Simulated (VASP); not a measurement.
Here is a VASP 6.6.1 calculation.

File INCAR:

```
SYSTEM = CdS
ALGO     = Normal         ! electronic algorithm
EDIFF    = 1E-6           ! SCF threshold, eV
ENCUT    = 520            ! plane-wave cutoff, eV
GGA      = PE             ! functional
ISIF     = 2              ! what is computed and relaxed
ISMEAR   = 0              ! smearing method
LASPH    = .True.         ! aspherical terms in the spheres
LCHARG   = .True.         ! write CHGCAR
LELF     = .True.         ! ELF
LREAL    = .False.        ! projectors in reciprocal space
LVHAR    = .True.       
LWAVE    = .False.        ! write WAVECAR
NBANDS   = 26             ! bands
NELM     = 100            ! most SCF steps
PREC     = Accurate       ! precision mode
SIGMA    = 0.01           ! smearing width, eV
```

KPOINTS

```
k-points
0
Gamma
  6 6 4
  0 0 0
```

File POSCAR:

```
CdS
1.0
    4.5194197782      0.0000000000      0.0000000000
   -2.2597098891      3.9139323383      0.0000000000
    0.0000000000      0.0000000000      5.9451604170
Cd S
2 2
Direct
    0.3333333333      0.6666666667      0.2500000000
    0.6666666667      0.3333333333      0.7500000000
    0.6666666667      0.3333333333      0.2500000000
    0.3333333333      0.6666666667      0.7500000000
```

Potentials or basis: VASP PAW PBE potentials, release 64 (Cd, S).

The run is started by

```sh
$ cat potpaw_PBE.64/Cd/POTCAR potpaw_PBE.64/S/POTCAR > POTCAR
$ mpirun -np 1 vasp_std > vasp.out
```

Question: Predict the band gap on the k mesh.

Answer: 0.82 eV (least direct gap 1.01 eV).

Question: What does it give for the pressure?

Answer: -2.7 GPa.

Stress tensor (GPa, compression positive):
```
-2.91  0.00  0.00
 0.00 -2.91  0.00
 0.00  0.00 -2.15
```

A k mesh can miss the band edges.
